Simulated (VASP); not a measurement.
Wanted: the native input for a VASP 6.6.1 run.

| Property | Result |
| --- | --- |
| Task | single point |
| Functional | BLYP |
| Potentials or basis | VASP PAW PBE potentials, release 64 (Te, Be) |
| Cutoff | 520 eV |
| k mesh | 8 × 8 × 8 |
| Occupations | fermi-dirac, width 0.05 eV |
| Spin | no spin polarisation |
| Dipole correction | no |
| Further INCAR settings | ALGO = Normal; EDIFF = 1e-06; NBANDS = 11 |

The structure of BeTe lies in POSCAR:

```
BeTe
1.0
    0.0000000000      2.8749387982      2.8749387982
    2.8749387982      0.0000000000      2.8749387982
    2.8749387982      2.8749387982      0.0000000000
Te Be
1 1
Direct
    0.7500000000      0.7500000000      0.7500000000
    0.0000000000      0.0000000000      0.0000000000
```

One way to write it, as run:

INCAR

```
SYSTEM = BeTe
PREC = Accurate
ENCUT = 520
EDIFF = 1E-6
ISMEAR = -1
SIGMA = 0.05
LREAL = .False.
LASPH = .True.
NELM = 60
ALGO = Normal
ISIF = 2
LWAVE = .False.
LCHARG = .False.
GGA = B5
ALDAX = 1.0
AGGAX = 1.0
AGGAC = 1.0
ALDAC = 0.0
NBANDS = 11
```

KPOINTS

```
regular mesh
0
Gamma
  8 8 8
  0 0 0
```

Potentials or basis: VASP PAW PBE potentials, release 64 (Te, Be).

Command:

```sh
$ cat potpaw_PBE.64/Te/POTCAR potpaw_PBE.64/Be/POTCAR > POTCAR
$ mpirun -np 1 vasp_std > vasp.out
```

Results of the run:

* Pressure: 0.2 GPa
* Band gap on the k mesh: 2.37 eV, indirect (least direct gap 3.54 eV)

Caveat: the PAW data sets were made with another functional, which shifts forces and pressure a little; spin-orbit coupling is left out, which moves the levels of the heavy elements.

It took 14 s on 1 thread of AMD EPYC 9R45 96-Core Processor (Zen 5) (shared host), peak memory 0.14 GiB.
